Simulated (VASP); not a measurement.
# CaCo2 (P6/mmm) in VASP: notebook, part 2 of 2

VASP 6.6.1. Earlier steps stand in the parts before.

## (3) Single point, PBEsol, collinear spin, ferromagnetic start (volume scaled by 0.980)

File INCAR:

```
SYSTEM = CaCo2
PREC = Accurate
ENCUT = 520
EDIFF = 1E-7
ISMEAR = 0
SIGMA = 0.05
LREAL = .FALSE.
LASPH = .TRUE.
NELM = 150
ALGO = Normal
ISIF = 2
LWAVE = .FALSE.
LCHARG = .FALSE.
ISPIN = 2
MAGMOM = 0 1.34 1.34
LORBIT = 11
LMAXMIX = 4
GGA = PS
NBANDS = 25
```

File KPOINTS:

```
Automatic mesh
0
G
  10 10 8
  0 0 0
```

File POSCAR:

```
CaCo2
1.0
    3.7363483481      0.0000000000      0.0000000000
   -1.8681741741      3.2357725869      0.0000000000
    0.0000000000      0.0000000000      4.2817839901
Ca Co
1 2
Direct
    0.0000000000      0.0000000000      0.0000000000
    0.3333333333      0.6666666667      0.5000000000
    0.6666666667      0.3333333333      0.5000000000
```

Potentials or basis: VASP PAW PBE potentials, release 64 (Ca_sv, Co).

Command:

```console
$ cat potpaw_PBE.64/Ca_sv/POTCAR potpaw_PBE.64/Co/POTCAR > POTCAR
$ mpirun -np 1 vasp_std > vasp.out
```

OUTCAR:

```text
SYSTEM = CaCo2
   PREC = Accurate
   ENCUT = 520
   EDIFF = 1E-7
   ISMEAR = 0
   LREAL = .FALSE.
   LASPH = .TRUE.
   NELM = 150
   ISIF = 2
   ISPIN = 2
   LORBIT = 11
   GGA = PS

 ion  position               nearest neighbor table
   1  0.000  0.000  0.000-   2 3.04   3 3.04   2 3.04   3 3.04   3 3.04   3 3.04   2 3.04   2 3.04
                             3 3.04   3 3.04   2 3.04   2 3.04
   2  0.333  0.667  0.500-   3 2.16   3 2.16   3 2.16   1 3.04   1 3.04   1 3.04   1 3.04   1 3.04
                             1 3.04
   3  0.667  0.333  0.500-   2 2.16   2 2.16   2 2.16   1 3.04   1 3.04   1 3.04   1 3.04   1 3.04
                             1 3.04

  LATTYP: Found a hexagonal cell.
 ALAT       =     3.7363483481
 C/A-ratio  =     1.1459809395

  Lattice vectors:

 A1 = (   3.7363483481,   0.0000000000,   0.0000000000)
 A2 = (  -1.8681741741,   3.2357725869,   0.0000000000)
 A3 = (   0.0000000000,   0.0000000000,   4.2817839901)

Analysis of symmetry for initial positions (statically):
=====================================================================
 Subroutine PRICEL returns:
 Original cell was already a primitive cell.

 Routine SETGRP: Setting up the symmetry group for a
 hexagonal supercell.

 Subroutine GETGRP returns: Found 24 space group operations
 (whereof 24 operations were pure point group operations)
 out of a pool of 24 trial point group operations.

The static configuration has the point symmetry D_6h.

Analysis of symmetry for dynamics (positions and initial velocities):
=====================================================================
 Subroutine PRICEL returns:
 Original cell was already a primitive cell.

 Routine SETGRP: Setting up the symmetry group for a
 hexagonal supercell.

 Subroutine GETGRP returns: Found 24 space group operations
 (whereof 24 operations were pure point group operations)
 out of a pool of 24 trial point group operations.

The dynamic configuration has the point symmetry D_6h.

Analysis of structural, dynamic, and magnetic symmetry:
=====================================================================
 Subroutine PRICEL returns:
 Original cell was already a primitive cell.

 Routine SETGRP: Setting up the symmetry group for a
 hexagonal supercell.

 Subroutine GETGRP returns: Found 24 space group operations
 (whereof 24 operations were pure point group operations)
 out of a pool of 24 trial point group operations.

The overall configuration has the point symmetry D_6h.

 Subroutine INISYM returns: Found 24 space group operations
 (whereof 24 operations are pure point group operations),
 and found     1 'primitive' translations

----------------------------------------------------------------------------------------

                                     Primitive cell

  volume of cell :      51.7667

  direct lattice vectors                    reciprocal lattice vectors
     3.736348348  0.000000000  0.000000000     0.267640998  0.154522602  0.000000000
    -1.868174174  3.235772587  0.000000000     0.000000000  0.309045204  0.000000000
     0.000000000  0.000000000  4.281783990     0.000000000  0.000000000  0.233547513

  length of vectors
     3.736348348  3.736348348  4.281783990     0.309045204  0.309045204  0.233547513

  position of ions in fractional coordinates (direct lattice)
     0.000000000  0.000000000  0.000000000
[... 73 lines left out ...]
   ICHARG =      2    charge: 1-file 2-atom 10-const
   ISPIN  =      2    spin polarized calculation?
   LNONCOLLINEAR =      F non collinear calculations
   LSORBIT =      F    spin-orbit coupling
   LASPH  =      T    aspherical Exc in radial PAW
   ENCUT  =  520.0 eV  38.22 Ry    6.18 a.u.   6.95  6.95  7.96*2*pi/ulx,y,z
   NELM   =    150;   NELMIN=  2; NELMDL= -5     # of ELM steps
   EDIFF  = 0.1E-06   stopping-criterion for ELM
   LREAL  =      F    real-space projection
   EDIFFG = 0.1E-05   stopping-criterion for IOM
   NSW    =      0    number of steps for IOM
   IBRION =     -1    ionic relax: 0-MD 1-quasi-New 2-CG
   NFREE  =      0    steps in history (QN), initial steepest desc. (CG)
   ISIF   =      2    stress and relaxation
   ISYM   =      2    0-nonsym 1-usesym 2-fastsym
   POTIM  = 0.5000    time-step for ionic-motion
   TEBEG  =    0.0;   TEEND  =   0.0 temperature during run
   PSTRESS=    0.0 pullay stress
   NELECT =      28.0000    total number of electrons
   NUPDOWN=      -1.0000    fix difference up-down
   EMIN   =  10.00;   EMAX   =-10.00  energy-range for DOS
   EFERMI =   0.00;   METHOD = LEGACY
   ISMEAR =     0;   SIGMA  =   0.05  broadening in eV -4-tet -1-fermi 0-gaus
   EFERMI_NEDOS =   21; number of points for ismear=-14 and -15
   IALGO  =     38    algorithm
   IMIX   =      4    mixing-type and parameters
     AMIX     =   0.40;   BMIX     =  1.00
     AMIX_MAG =   1.60;   BMIX_MAG =  1.00
  volume/ion in A,a.u.               =      17.26       116.45
  Fermi-wavevector in a.u.,A,eV,Ry     =   1.333862  2.520633 24.207310  1.779187
  Thomas-Fermi vector in A             =   2.462687
   LORBIT       =     11    0 simple, 1 ext, 2 COOP (PROOUT), +10 PAW based schemes
   GGA     = PS    functional components
   LHFCALC =     F    Hartree Fock is set to
   AEXX    =    0.0000 exact exchange contribution
   IVDW    =     0    specifies the selected vdW correction
   LEPSILON=     F    determine dielectric tensor
   LRPA    =     F    only Hartree local field effects (RPA)
 spin polarized calculation
 Gauss-broadening in eV      SIGMA  =   0.05
  energy-cutoff  :      520.00
  volume of cell :       51.77
 maximum number of plane-waves:      1408
 NGX is ok and might be reduce to    28
   NGX = 13   NGY = 13   NGZ = 15

 number of electron      27.9999994 magnetization       2.1374754

 Free energy of the ion-electron system (eV)
  ---------------------------------------------------
  ext. energy  EPLUGINS =         0.00000000
  ---------------------------------------------------
  free energy    TOTEN  =       -16.93894841 eV

  energy without entropy =      -16.93720051  energy(sigma->0) =      -16.93807446

 E-fermi :   5.3550     XC(G=0): -10.9564

 val. band max:        5.3384648387   @ k =   0.2000   0.1000   0.0000
 cond. band min:       5.3603093007   @ k =   0.5000   0.0000   0.5000
 fundamental gap:      0.0218444620
 Fermi energy:         5.3550363310

 spin component 1

 k-point     1 :       0.0000    0.0000    0.0000
  band No.  band energies     occupation
      1     -34.2485      1.00000
      2     -15.3415      1.00000
      3     -15.3199      1.00000
      4     -15.3199      1.00000
      5      -0.8033      1.00000
      6       2.2032      1.00000
[... 661 lines left out ...]
     24      14.0960      0.00000
     25      16.7446      0.00000

 [... further k-points ...]

 spin component 2

 k-point     1 :       0.0000    0.0000    0.0000
  band No.  band energies     occupation
      1     -34.3078      1.00000
      2     -15.4070      1.00000
      3     -15.3845      1.00000
      4     -15.3845      1.00000
      5      -0.7996      1.00000
      6       2.8318      1.00000
[... 661 lines left out ...]
     24      14.0927      0.00000
     25      16.7852      0.00000

 [... further k-points ...]
[... 5 lines left out ...]
  --------------------------------------------------------------------------------------
  -------------------------------------------------------------------------------------
  Total        0.4077997      0.4077997      0.5357150     -0.0000000      0.0000000      0.0000000
  in kB       12.6213954     12.6213954     16.5803711     -0.0000000      0.0000000      0.0000000
  external PRESSURE =      13.9410540 kB  Pullay stress =       0.0000000 kB

 VOLUME and BASIS-vectors are now :
 -----------------------------------------------------------------------------
  energy-cutoff  :      520.00
  volume of cell :       51.77
      direct lattice vectors                 reciprocal lattice vectors
     3.736348348  0.000000000  0.000000000     0.267640998  0.154522602  0.000000000
    -1.868174174  3.235772587  0.000000000     0.000000000  0.309045204  0.000000000
     0.000000000  0.000000000  4.281783990     0.000000000  0.000000000  0.233547513

 POSITION                                       TOTAL-FORCE (eV/Angst)
 -----------------------------------------------------------------------------------
      0.00000      0.00000      0.00000        -0.000000      0.000000      0.000000
     -0.00000      2.15718      2.14089         0.000000      0.000000      0.000000
      1.86817      1.07859      2.14089        -0.000000     -0.000000      0.000000
 -----------------------------------------------------------------------------------
    total drift:                               -0.000000      0.000000     -0.000000

  FREE ENERGIE OF THE ION-ELECTRON SYSTEM (eV)
  ---------------------------------------------------
  free  energy   TOTEN  =       -16.9389484114 eV

  energy  without entropy=      -16.9372005137  energy(sigma->0) =      -16.93807446

 total charge

# of ion       s       p       d       tot
------------------------------------------
    1        2.065   5.854   0.273   8.192
    2        0.583   0.405   7.338   8.326
    3        0.583   0.405   7.338   8.326
--------------------------------------------------
tot          3.232   6.664  14.948  24.845

 magnetization (x)

# of ion       s       p       d       tot
------------------------------------------
    1       -0.008  -0.012  -0.049  -0.070
    2       -0.001  -0.023   1.216   1.192
    3       -0.001  -0.023   1.216   1.192
--------------------------------------------------
tot         -0.011  -0.058   2.384   2.315
```

Run time: 3.3 min. Hardware: 1 thread of Oxide Virtual Turin-like, shared host; peak memory 0.24 GiB.

Results:

```yaml
Free_energy: -16.9389 eV
Pressure: 1.4 GPa
Net_moment: 2.14 μB per cell
Site_moments: Ca -0.07; Co +1.19 μB
Valence_electrons_inside_the_program's_atomic_spheres: Ca 8.19; Co 8.33
```

Levels at points of the mesh, in eV from the Fermi level:
Spin up:
```csv
k point,band 12,band 13,band 14,band 15,band 16,band 17,band 18,band 19
"(0.00, 0.00, 0.00)",-2.16,-1.01,-1.01,-0.77,2.27,2.76,3.62,3.62
"(0.50, 0.00, 0.00)",-1.69,-1.55,-0.59,-0.30,0.72,2.60,3.33,4.28
"(0.00, 0.00, 0.50)",-2.22,-2.01,-0.90,-0.90,-0.62,4.53,4.53,4.72
"(0.50, 0.00, 0.50)",-1.27,-0.62,-0.53,-0.29,0.62,1.49,1.84,2.59
```
Spin down:
```csv
k point,band 9,band 10,band 11,band 12,band 13,band 14,band 15,band 16,band 17,band 18
"(0.00, 0.00, 0.00)",-1.26,-1.26,-1.19,-1.19,0.26,0.34,0.34,2.20,2.88,3.52
"(0.50, 0.00, 0.00)",-1.85,-1.42,-1.34,-0.74,-0.65,0.88,0.89,1.80,2.89,3.51
"(0.00, 0.00, 0.50)",-1.39,-1.39,-1.21,-1.21,-1.17,0.47,0.51,0.51,4.50,4.50
"(0.50, 0.00, 0.50)",-1.71,-0.92,-0.80,-0.73,0.01,0.84,0.90,1.56,1.69,2.11
```

Caveat: the cell differs from its parent crystal (volume scaled by 0.980); the PAW data sets were made with another functional, which shifts forces and pressure a little.

## (4) Single point, PBEsol, collinear spin, ferromagnetic start

This run uses another cell than the first one, of 17.61 Å³/atom, 1.042 times its volume.

File INCAR:

```
PREC = Accurate
ENCUT = 520
EDIFF = 1E-6
ISMEAR = 0
SIGMA = 0.05
LREAL = F
LASPH = T
NELM = 150
ALGO = Normal
ISIF = 2
LWAVE = F
LCHARG = F
ISPIN = 2
MAGMOM = 0 1.5 1.5
LORBIT = 11
LMAXMIX = 4
GGA = PS
NBANDS = 25
```

File KPOINTS:

```
regular mesh
0
Gamma
  10 10 8
```

File POSCAR:

```
CaCo2
1.0
    3.7512521727      0.0000000000      0.0000000000
   -1.8756260864      3.2486796776      0.0000000000
    0.0000000000      0.0000000000      4.3345186680
Ca Co
1 2
Direct
    0.0000000000      0.0000000000      0.0000000000
    0.3333333333      0.6666666667      0.5000000000
    0.6666666667      0.3333333333      0.5000000000
```

Command:

```console
$ cat potpaw_PBE.64/Ca_sv/POTCAR potpaw_PBE.64/Co/POTCAR > POTCAR
$ mpirun -np 1 vasp_std > vasp.out
```

Wall time 1.8 min (1 thread of Oxide Virtual Turin-like, shared host); peak memory 0.25 GiB.

The run converged. Its results:

| Quantity | Value |
| --- | --- |
| Free energy | -16.9434 eV |
| Pressure | -0.2 GPa |
| Net moment | 2.15 μB per cell |
| Site moments | Ca -0.07; Co +1.20 μB |
| Valence electrons inside the program's atomic spheres | Ca 8.18; Co 8.30 |

Stress tensor (GPa, compression positive):
```
-0.29  0.00  0.00
 0.00 -0.29  0.00
 0.00  0.00  0.09
```

Levels at points of the mesh, in eV from the Fermi level:
Spin up:
```csv
k point,band 12,band 13,band 14,band 15,band 16,band 17,band 18,band 19
"(0.00, 0.00, 0.00)",-2.14,-1.01,-1.01,-0.78,2.14,2.69,3.60,3.60
"(0.50, 0.00, 0.00)",-1.68,-1.54,-0.61,-0.31,0.68,2.53,3.27,4.24
"(0.00, 0.00, 0.50)",-2.20,-2.02,-0.91,-0.91,-0.64,4.46,4.46,4.61
"(0.50, 0.00, 0.50)",-1.27,-0.63,-0.57,-0.30,0.59,1.47,1.79,2.60
```
Spin down:
```
           k point  band 9  band 10  band 11  band 12  band 13  band 14  band 15  band 16  band 17  band 18
(0.00, 0.00, 0.00)   -1.23    -1.23    -1.16    -1.16     0.27     0.35     0.35     2.06     2.80     3.49
(0.50, 0.00, 0.00)   -1.81    -1.40    -1.31    -0.71    -0.64     0.88     0.88     1.78     2.82     3.44
(0.00, 0.00, 0.50)   -1.34    -1.34    -1.19    -1.19    -1.17     0.46     0.51     0.51     4.42     4.42
(0.50, 0.00, 0.50)   -1.67    -0.91    -0.80    -0.75    -0.01     0.84     0.90     1.53     1.68     2.06
```

Caveat: the PAW data sets were made with another functional, which shifts forces and pressure a little.

## (5) Single point, PBEsol, collinear spin, ferromagnetic start

This run uses another cell than the first one, of 17.61 Å³/atom, 1.042 times its volume.

File INCAR:

```
SYSTEM = CaCo2
PREC     = Accurate       ! precision mode
ENCUT    = 520            ! plane-wave cutoff, eV
EDIFF    = 1E-6           ! SCF threshold, eV
ISMEAR   = 0              ! smearing method
SIGMA    = 0.05           ! smearing width, eV
LREAL    = .False.        ! projectors in reciprocal space
LASPH    = .True.         ! aspherical terms in the spheres
NELM     = 150            ! most SCF steps
ALGO     = Normal         ! electronic algorithm
ISIF     = 2              ! what is computed and relaxed
LWAVE    = .False.        ! write WAVECAR
LCHARG   = .False.        ! write CHGCAR
ISPIN    = 2              ! spin polarisation
MAGMOM   = 0 1.34 1.34    ! initial moments
LORBIT   = 11             ! projections on sites
LMAXMIX  = 4              ! l up to which the mixer works
GGA      = PS             ! functional
NBANDS   = 25             ! bands
```

File KPOINTS:

```
Automatic mesh
0
Gamma
  10 10 8
  0 0 0
```

POSCAR is that of step 4.

Potentials or basis: VASP PAW PBE potentials, release 64 (Ca_sv, Co).

Command:

```console
$ cat potpaw_PBE.64/Ca_sv/POTCAR potpaw_PBE.64/Co/POTCAR > POTCAR
$ mpirun -np 1 vasp_std > vasp.out
```

OUTCAR:

```text
SYSTEM = CaCo2
   PREC = Accurate
   ENCUT = 520
   EDIFF = 1E-6
   ISMEAR = 0
   LREAL = .False.
   LASPH = .True.
   NELM = 150
   ISIF = 2
   ISPIN = 2
   LORBIT = 11
   GGA = PS

 ion  position               nearest neighbor table
   1  0.000  0.000  0.000-   2 3.06   3 3.06   2 3.06   3 3.06   3 3.06   3 3.06   2 3.06   2 3.06
                             3 3.06   3 3.06   2 3.06   2 3.06
   2  0.333  0.667  0.500-   3 2.17   3 2.17   3 2.17   1 3.06   1 3.06   1 3.06   1 3.06   1 3.06
                             1 3.06
   3  0.667  0.333  0.500-   2 2.17   2 2.17   2 2.17   1 3.06   1 3.06   1 3.06   1 3.06   1 3.06
                             1 3.06

  LATTYP: Found a hexagonal cell.
[... 1572 lines left out ...]
  volume of cell :       52.82
      direct lattice vectors                 reciprocal lattice vectors
     3.751252173  0.000000000  0.000000000     0.266577653  0.153908680  0.000000000
    -1.875626086  3.248679678  0.000000000     0.000000000  0.307817359  0.000000000
     0.000000000  0.000000000  4.334518668     0.000000000  0.000000000  0.230706124

 POSITION                                       TOTAL-FORCE (eV/Angst)
 -----------------------------------------------------------------------------------
      0.00000      0.00000      0.00000        -0.000000      0.000000      0.000000
     -0.00000      2.16579      2.16726         0.000000      0.000000      0.000000
      1.87563      1.08289      2.16726        -0.000000      0.000000     -0.000000
 -----------------------------------------------------------------------------------
    total drift:                               -0.000000      0.000000     -0.000000

  FREE ENERGIE OF THE ION-ELECTRON SYSTEM (eV)
  ---------------------------------------------------
  free  energy   TOTEN  =       -16.9434476186 eV

  energy  without entropy=      -16.9414108817  energy(sigma->0) =      -16.94242925

 total charge

# of ion       s       p       d       tot
------------------------------------------
    1        2.063   5.852   0.263   8.179
    2        0.577   0.398   7.329   8.303
    3        0.577   0.398   7.329   8.303
--------------------------------------------------
tot          3.216   6.647  14.921  24.785

 magnetization (x)

# of ion       s       p       d       tot
------------------------------------------
    1       -0.008  -0.013  -0.050  -0.071
    2       -0.002  -0.024   1.229   1.204
    3       -0.002  -0.024   1.229   1.204
--------------------------------------------------
tot         -0.011  -0.060   2.409   2.338
```

stdout:

```text
POSCAR found type information on POSCAR CaCo
 POSCAR found :  2 types and       3 ions
 scaLAPACK will be used
 -----------------------------------------------------------------------------
|                                                                             |
|                                                                             |
|     You enforced a specific xc type in the INCAR file but a different       |
|     I HOPE YOU KNOW WHAT YOU ARE DOING!                                     |
|                                                                             |
 -----------------------------------------------------------------------------

 LDA part: xc-table for (Slater+PW92), standard interpolation
 POSCAR, INCAR and KPOINTS ok, starting setup
 FFT: planning ... GRIDC
 FFT: planning ... GRID_SOFT
 FFT: planning ... GRID
 WAVECAR not read
 entering main loop
```

Wall time 1.8 min (1 thread of Oxide Virtual Turin-like, shared host); peak memory 0.25 GiB.

Results:

| Item | Value |
| --- | --- |
| Free energy | -16.9434 eV |
| Pressure | -0.2 GPa |
| Net moment | 2.15 μB per cell |
| Site moments | Ca -0.07; Co +1.20 μB |
| Valence electrons inside the program's atomic spheres | Ca 8.18; Co 8.30 |

Caveat: the PAW data sets were made with another functional, which shifts forces and pressure a little.

## (6) Summary

| cell | gap on the mesh (eV) | pressure (GPa) | moment (μB) |
| --- | --- | --- | --- |
| a = 3.722, b = 3.722, c = 4.227 Å, angles 90.0, 90.0, 120.0°, 3 atoms | none | 3.3 | 2.13 |
| a = 3.736, b = 3.736, c = 4.282 Å, angles 90.0, 90.0, 120.0°, 3 atoms | none | 1.4 | 2.14 |
| a = 3.751, b = 3.751, c = 4.335 Å, angles 90.0, 90.0, 120.0°, 3 atoms | none | -0.2 | 2.15 |

Alike in all rows: task single point; level PBEsol; potentials or basis VASP PAW PBE potentials, release 64 (Ca_sv, Co); spin collinear, ferromagnetic start; k mesh 10 × 10 × 8; cutoff (eV) 520; smearing gaussian 0.05 eV.

Caveats: the PAW data sets were made with another functional, which shifts forces and pressure a little.

Absolute energies hang on the potentials; compare differences alone.
